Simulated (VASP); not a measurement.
Input of a VASP 6.6.1 run:

The input INCAR:

```
SYSTEM = GaSb
PREC = Accurate
ENCUT = 600
EDIFF = 1E-6
ISMEAR = -1
SIGMA = 0.15
LREAL = .FALSE.
LASPH = .TRUE.
NELM = 60
ALGO = Normal
ISIF = 3
LWAVE = .FALSE.
LCHARG = .FALSE.
GGA = PS
IBRION = 2
NSW = 80
EDIFFG = -0.001
PSTRESS = -30.0
```

File KPOINTS:

```
regular mesh
0
G
  12 12 12
  0 0 0
```

File POSCAR:

```
GaSb
1.0
    0.0000000000      3.0562701464      3.0562701464
    3.0562701464      0.0000000000      3.0562701464
    3.0562701464      3.0562701464      0.0000000000
Ga Sb
1 1
Direct
    0.0000000000      0.0000000000      0.0000000000
    0.7500000000      0.7500000000      0.7500000000
```

Potentials or basis: VASP PAW PBE potentials, release 64 (Ga_d, Sb).

Launch:

```bash
$ cat potpaw_PBE.64/Ga_d/POTCAR potpaw_PBE.64/Sb/POTCAR > POTCAR
$ mpirun -np 1 vasp_std > vasp.out
```

Predict the relaxed volume.

30.62 Å³/atom.

Estimate the space group after relaxing (to 0.1 Å).

F-43m (No. 216).

Predict the band gap on the k mesh.

zero (filled and empty bands touch).

The path:
| step | energy change (eV) | largest force (eV/Å) | pressure (GPa) | volume (Å³) |
| --- | --- | --- | --- | --- |
| 1 | 0.0000 | 0.0000 | 0.07 | 57.10 |
| 2 | 0.0500 | 0.0000 | -3.23 | 61.74 |
| 3 | 0.0416 | 0.0000 | -3.02 | 61.31 |
| 4 | 0.0399 | 0.0000 | -2.92 | 61.22 |
| 5 | 0.0400 | 0.0000 | -2.96 | 61.23 |
| 6 | 0.0401 | 0.0000 | -2.96 | 61.23 |
| 7 | 0.0401 | 0.0000 | -2.97 | 61.23 |
| 8 | 0.0401 | 0.0000 | -2.97 | 61.23 |
| 9 | 0.0401 | 0.0000 | -2.97 | 61.23 |
| 10 | 0.0401 | 0.0000 | -2.97 | 61.24 |
| 11 | 0.0402 | 0.0000 | -2.96 | 61.24 |
| 12 | 0.0403 | 0.0000 | -3.00 | 61.24 |

Caveat: the cell is relaxed towards a set pressure, so the run minimises the enthalpy, not the energy; semilocal functionals underestimate gaps, so a narrow gap can read as zero; the PAW data sets were made with another functional, which shifts forces and pressure a little; spin-orbit coupling is left out, which moves the levels of the heavy elements. Zero-point motion and thermal expansion aren't in these numbers.
